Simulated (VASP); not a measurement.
# ScIn2Se2 (P-3m1) in VASP: relaxation of cell and atoms with PBE

Aim: the relaxation of cell and atoms of ScIn2Se2 with PBE.

Everything below comes from runs of VASP 6.6.1. Logs are shortened: lines on timing, memory, paths and dates and some standing lists are left out, and cuts for length are marked.

### Step 1. The cell of the first run

Symmetry: P-3m1, No. 164, trigonal system. Conventional cell: a = 3.934 Å, b = 3.934 Å, c = 9.871 Å, α = 90.00°, β = 90.00°, γ = 120.00°. Within 3.6 Å of Sc (site symmetry -3m) lie 6 Se at 2.74 Å. In (site symmetry 3m) has 3 Se at 3.21 Å and 9 In at 3.22 to 3.93 Å within 4.2 Å. Se (site symmetry 3m) has 3 Sc at 2.74 Å and 3 In at 3.21 Å within 3.6 Å.

The cell was generated, and may not be a known phase.

### Step 2. Relaxation of cell and atoms, PBE

INCAR reads:

```
PREC = Accurate
ENCUT = 600
EDIFF = 1E-6
ISMEAR = 0
SIGMA = 0.1
LREAL = F
LASPH = T
NELM = 100
ALGO = Normal
ISIF = 3
LWAVE = F
LCHARG = F
GGA = PE
IBRION = 2
NSW = 100
EDIFFG = -0.01
```

KPOINTS reads:

```
regular mesh
0
Gamma
  12 12 4
```

POSCAR reads:

```
ScIn2Se2
1.0
    3.9336402300      0.0000000000      0.0000000000
   -1.9668201150      3.4066323685      0.0000000000
    0.0000000000      0.0000000000      9.8706008723
Sc In Se
1 2 2
Direct
    0.0000000000      0.0000000000      0.0000000000
    0.6666666667      0.3333333333      0.3844335550
    0.3333333333      0.6666666667      0.6155664450
    0.6666666667      0.3333333333      0.8449424468
    0.3333333333      0.6666666667      0.1550575532
```

Potentials or basis: VASP PAW PBE potentials, release 64 (Sc_sv, In_d, Se).

The run is started by

```
cat potpaw_PBE.64/Sc_sv/POTCAR potpaw_PBE.64/In_d/POTCAR potpaw_PBE.64/Se/POTCAR > POTCAR
mpirun -np 1 vasp_std > vasp.out
```

OUTCAR:

```text
PREC = Accurate
   ENCUT = 600
   EDIFF = 1E-6
   ISMEAR = 0
   LREAL = F
   LASPH = T
   NELM = 100
   ISIF = 3
   GGA = PE
   IBRION = 2
   NSW = 100
   EDIFFG = -0.01

 ion  position               nearest neighbor table
   1  0.000  0.000  0.000-   4 2.74   5 2.74   5 2.74   4 2.74   4 2.74   5 2.74
   2  0.667  0.333  0.384-   5 3.21   5 3.21   5 3.21   3 3.22   3 3.22   3 3.22
   3  0.333  0.667  0.616-   4 3.21   4 3.21   4 3.21   2 3.22   2 3.22   2 3.22
   4  0.667  0.333  0.845-   1 2.74   1 2.74   1 2.74   3 3.21   3 3.21   3 3.21
   5  0.333  0.667  0.155-   1 2.74   1 2.74   1 2.74   2 3.21   2 3.21   2 3.21

  LATTYP: Found a hexagonal cell.
 ALAT       =     3.9336402300
 C/A-ratio  =     2.5092790126

  Lattice vectors:

 A1 = (   3.9336402300,   0.0000000000,   0.0000000000)
 A2 = (  -1.9668201150,   3.4066323685,   0.0000000000)
 A3 = (   0.0000000000,   0.0000000000,   9.8706008723)

Analysis of symmetry for initial positions (statically):
=====================================================================
 Subroutine PRICEL returns:
 Original cell was already a primitive cell.

 Routine SETGRP: Setting up the symmetry group for a
 hexagonal supercell.

 Subroutine GETGRP returns: Found 12 space group operations
 (whereof 12 operations were pure point group operations)
 out of a pool of 24 trial point group operations.

The static configuration has the point symmetry D_3d.

Analysis of symmetry for dynamics (positions and initial velocities):
=====================================================================
 Subroutine PRICEL returns:
 Original cell was already a primitive cell.

 Routine SETGRP: Setting up the symmetry group for a
 hexagonal supercell.

 Subroutine GETGRP returns: Found 12 space group operations
 (whereof 12 operations were pure point group operations)
 out of a pool of 24 trial point group operations.

The dynamic configuration has the point symmetry D_3d.

 Subroutine INISYM returns: Found 12 space group operations
 (whereof 12 operations are pure point group operations),
 and found     1 'primitive' translations

----------------------------------------------------------------------------------------

                                     Primitive cell

  volume of cell :     132.2707

  direct lattice vectors                    reciprocal lattice vectors
     3.933640230  0.000000000  0.000000000     0.254217453  0.146772515  0.000000000
    -1.966820115  3.406632368  0.000000000     0.000000000  0.293545030  0.000000000
     0.000000000  0.000000000  9.870600872     0.000000000  0.000000000  0.101310955

  length of vectors
     3.933640230  3.933640230  9.870600872     0.293545030  0.293545030  0.101310955

  position of ions in fractional coordinates (direct lattice)
     0.000000000  0.000000000  0.000000000
     0.666666667  0.333333333  0.384433555
     0.333333333  0.666666667  0.615566445
     0.666666667  0.333333333  0.844942447
     0.333333333  0.666666667  0.155057553

  ion indices of the primitive-cell ions
   primitive index   ion index
                 1           1
                 2           2
                 3           3
                 4           4
                 5           5

----------------------------------------------------------------------------------------

 KPOINTS: regular mesh

Automatic generation of k-mesh.
 Grid dimensions read from file:
 generate k-points for:   12   12    4

 Generating k-lattice:

  Cartesian coordinates                     Fractional coordinates (reciprocal lattice)
     0.021184788  0.012231043  0.000000000     0.083333333  0.000000000  0.000000000
     0.000000000  0.024462086  0.000000000     0.000000000  0.083333333  0.000000000
     0.000000000  0.000000000  0.025327739     0.000000000  0.000000000  0.250000000

  Length of vectors
     0.024462086  0.024462086  0.025327739

  Shift w.r.t. Gamma in fractional coordinates (k-lattice)
     0.000000000  0.000000000  0.000000000

 Subroutine IBZKPT returns following result:
 ===========================================

 Found     69 irreducible k-points:

 Following reciprocal coordinates:
            Coordinates               Weight
  0.000000  0.000000  0.000000      1.000000
  0.083333 -0.000000  0.000000      6.000000
  0.166667 -0.000000  0.000000      6.000000
  0.250000  0.000000  0.000000      6.000000
  0.333333 -0.000000  0.000000      6.000000
  0.416667  0.000000  0.000000      6.000000
[... 16 lines left out ...]
  0.166667 -0.000000  0.250000      6.000000
  0.000000  0.166667  0.250000      6.000000
 [... further k-points ...]
   k-points           NKPTS =     69   k-points in BZ     NKDIM =     69   number of bands    NBANDS=     29
   number of dos      NEDOS =    301   number of ions     NIONS =      5
   total plane-waves  NPLWV =  81920
   dimension x,y,z NGX =    32 NGY =   32 NGZ =   80
   dimension x,y,z NGXF=    64 NGYF=   64 NGZF=  160
   ions per type =               1   2   2
   NGX,Y,Z   is equivalent  to a cutoff of  13.52, 13.52, 13.47 a.u.
   NGXF,Y,Z  is equivalent  to a cutoff of  27.05, 27.05, 26.95 a.u.
 SYSTEM =  unknown system
   PREC   = accura    normal or accurate (medium, high low for compatibility)
   ISTART =      0    job   : 0-new  1-cont  2-samecut
   ICHARG =      2    charge: 1-file 2-atom 10-const
   ISPIN  =      1    spin polarized calculation?
   LNONCOLLINEAR =      F non collinear calculations
   LSORBIT =      F    spin-orbit coupling
   LASPH  =      T    aspherical Exc in radial PAW
   ENCUT  =  600.0 eV  44.10 Ry    6.64 a.u.   7.86  7.86 19.71*2*pi/ulx,y,z
   NELM   =    100;   NELMIN=  2; NELMDL= -5     # of ELM steps
   EDIFF  = 0.1E-05   stopping-criterion for ELM
   LREAL  =      F    real-space projection
   EDIFFG = -.1E-01   stopping-criterion for IOM
   NSW    =    100    number of steps for IOM
   IBRION =      2    ionic relax: 0-MD 1-quasi-New 2-CG
   NFREE  =      1    steps in history (QN), initial steepest desc. (CG)
   ISIF   =      3    stress and relaxation
   ISYM   =      2    0-nonsym 1-usesym 2-fastsym
   POTIM  = 0.5000    time-step for ionic-motion
   TEBEG  =    0.0;   TEEND  =   0.0 temperature during run
   PSTRESS=    0.0 pullay stress
   NELECT =      49.0000    total number of electrons
   NUPDOWN=      -1.0000    fix difference up-down
   EMIN   =  10.00;   EMAX   =-10.00  energy-range for DOS
   EFERMI =   0.00;   METHOD = LEGACY
   ISMEAR =     0;   SIGMA  =   0.10  broadening in eV -4-tet -1-fermi 0-gaus
   EFERMI_NEDOS =   21; number of points for ismear=-14 and -15
   IALGO  =     38    algorithm
   IMIX   =      4    mixing-type and parameters
     AMIX     =   0.40;   BMIX     =  1.00
     AMIX_MAG =   1.60;   BMIX_MAG =  1.00
  volume/ion in A,a.u.               =      26.45       178.52
  Fermi-wavevector in a.u.,A,eV,Ry     =   1.175761  2.221866 18.808881  1.382414
  Thomas-Fermi vector in A             =   2.312136
   LORBIT       =      0    0 simple, 1 ext, 2 COOP (PROOUT), +10 PAW based schemes
   GGA     = PE    functional components
   LHFCALC =     F    Hartree Fock is set to
   AEXX    =    0.0000 exact exchange contribution
   IVDW    =     0    specifies the selected vdW correction
   LEPSILON=     F    determine dielectric tensor
   LRPA    =     F    only Hartree local field effects (RPA)
 conjugate gradient relaxation of ions
 non-spin polarized calculation
 Gauss-broadening in eV      SIGMA  =   0.10
  energy-cutoff  :      600.00
  volume of cell :      132.27
 maximum number of plane-waves:      4440
   NGX = 15   NGY = 15   NGZ = 39

--------------------------------------- Ionic step        1  -------------------------------------------

 number of electron      48.9999992 magnetization

 Free energy of the ion-electron system (eV)
  ---------------------------------------------------
  ext. energy  EPLUGINS =         0.00000000
  ---------------------------------------------------
  free energy    TOTEN  =       -22.66177098 eV

  energy without entropy =      -22.65552720  energy(sigma->0) =      -22.65864909

------------------------ aborting loop because EDIFF is reached ----------------------------------------

  FORCE on cell =-STRESS in cart. coord.  units (eV):
  Direction    XX          YY          ZZ          XY          YZ          ZX
  --------------------------------------------------------------------------------------
  -------------------------------------------------------------------------------------
  Total       -0.4768025     -0.4768025      1.1049752     -0.0000000     -0.0000000      0.0000000
  in kB       -5.7754467     -5.7754467     13.3844222     -0.0000000     -0.0000000      0.0000000
  external PRESSURE =       0.6111763 kB  Pullay stress =       0.0000000 kB
[... 98 lines left out ...]
  FREE ENERGIE OF THE ION-ELECTRON SYSTEM (eV)
  ---------------------------------------------------
  free  energy   TOTEN  =       -22.7046696841 eV

  energy  without entropy=      -22.7010356997  energy(sigma->0) =      -22.70285269

[... ionic steps 4 to 7 ...]

--------------------------------------- Ionic step        8  -------------------------------------------

 number of electron      48.9999994 magnetization

------------------------ aborting loop because EDIFF is reached ----------------------------------------

  FORCE on cell =-STRESS in cart. coord.  units (eV):
  Direction    XX          YY          ZZ          XY          YZ          ZX
  --------------------------------------------------------------------------------------
  -------------------------------------------------------------------------------------
  Total       -0.0054030     -0.0054030      0.0585631      0.0000000      0.0000000     -0.0000000
  in kB       -0.0650800     -0.0650800      0.7054045      0.0000000      0.0000000     -0.0000000
  external PRESSURE =       0.1917482 kB  Pullay stress =       0.0000000 kB
[... 63 lines left out ...]
  energy  without entropy=      -22.7158029993  energy(sigma->0) =      -22.71767945

--------------------------------------- Ionic step       10  -------------------------------------------

 number of electron      48.9999994 magnetization

 Free energy of the ion-electron system (eV)
  ---------------------------------------------------
  ext. energy  EPLUGINS =         0.00000000
  ---------------------------------------------------
  free energy    TOTEN  =       -22.71958782 eV

  energy without entropy =      -22.71578832  energy(sigma->0) =      -22.71768807

 E-fermi :   5.1158     XC(G=0):  -9.5367

 val. band max:        5.0772025160   @ k =   0.2500   0.2500   0.5000
 cond. band min:       5.1273638460   @ k =   0.0000   0.3333   0.2500
 fundamental gap:      0.0501613300
 Fermi energy:         5.1157584631

 k-point     1 :       0.0000    0.0000    0.0000
  band No.  band energies     occupation
      1     -45.2229      2.00000
      2     -23.8664      2.00000
      3     -23.8096      2.00000
      4     -23.8096      2.00000
      5      -9.7348      2.00000
      6      -9.7307      2.00000
[... 757 lines left out ...]
     28       7.0102      0.00000
     29       7.7368      0.00000

 [... further k-points ...]
[... 5 lines left out ...]
  --------------------------------------------------------------------------------------
  -------------------------------------------------------------------------------------
  Total       -0.0244531     -0.0244531     -0.0149424      0.0000000      0.0000000     -0.0000000
  in kB       -0.2942970     -0.2942970     -0.1798345      0.0000000      0.0000000     -0.0000000
  external PRESSURE =      -0.2561428 kB  Pullay stress =       0.0000000 kB
[... 20 lines left out ...]
  FREE ENERGIE OF THE ION-ELECTRON SYSTEM (eV)
  ---------------------------------------------------
  free  energy   TOTEN  =       -22.7195878153 eV

  energy  without entropy=      -22.7157883184  energy(sigma->0) =      -22.71768807

 reached required accuracy - stopping structural energy minimisation
```

Run time: 14 min. Hardware: 1 thread of Intel Xeon 6975P-C (Granite Rapids), shared host; peak memory 0.52 GiB.

What came out:

* Free energy: -22.7196 eV
* Relaxed volume: 26.62 Å³/atom
* Relaxed cell: a = 3.849 Å, b = 3.849 Å, c = 10.374 Å, α = 90.00°, β = 90.00°, γ = 120.00°
* Space group after relaxing (to 0.1 Å): P-3m1 (No. 164)
* Energy gained by relaxing: 11.6 meV/atom
* Ionic steps: 10
* Pressure after relaxing: 0.0 GPa
* Largest force after relaxing: 0.009 eV/Å
* Band gap on the k mesh: zero (an odd number of electrons rules out a gap without spin polarisation)

Forces in eV/Å, atoms in the order of the input:
```
Sc   0.000  0.000  0.000
In   0.000  0.000  0.000
In   0.000  0.000  0.000
Se   0.000  0.000  0.009
Se   0.000  0.000 -0.009
```

Step by step:
```
step  energy change (eV)  largest force (eV/Å)  pressure (GPa)  volume (Å³)
   1              0.0000                0.2100            0.06       132.27
   2             -0.0182                0.1956           -0.07       132.45
   3             -0.0429                0.1987           -0.48       132.88
   4             -0.0502                0.0848            0.47       130.61
   5             -0.0504                0.0939            0.34       130.91
   6             -0.0552                0.0503            0.22       131.73
   7             -0.0576                0.0193           -0.01       133.29
   8             -0.0578                0.0079            0.02       133.01
   9             -0.0578                0.0047            0.02       132.97
  10             -0.0578                0.0091           -0.03       133.12
```

Final structure:
```
CELL_PARAMETERS angstrom
3.84939 0.00000 0.00000
-1.92470 3.33367 0.00000
0.00000 0.00000 10.37394
ATOMIC_POSITIONS crystal
Sc 0.00000 0.00000 0.00000
In 0.66667 0.33333 0.37528
In 0.33333 0.66667 0.62472
Se 0.66667 0.33333 0.84874
Se 0.33333 0.66667 0.15126
```

Levels at points of the mesh, in eV from the Fermi level:
| k point | band 22 | band 23 | band 24 | band 25 | band 26 | band 27 |
| --- | --- | --- | --- | --- | --- | --- |
| (0.00, 0.00, 0.00) | -1.01 | -1.01 | -0.44 | 0.83 | 1.07 | 1.07 |
| (0.50, 0.00, 0.00) | -2.70 | -2.37 | -2.21 | -0.54 | 0.06 | 0.58 |
| (0.00, 0.00, 0.50) | -2.57 | -1.02 | -1.02 | 1.08 | 1.08 | 1.40 |
| (0.50, 0.00, 0.50) | -2.74 | -2.71 | -2.19 | 0.06 | 0.06 | 0.44 |

Caveat: spin-orbit coupling is left out, which moves the levels of the heavy elements.

The gap in the log of VASP goes by the Fermi energy; the results here count the filled bands.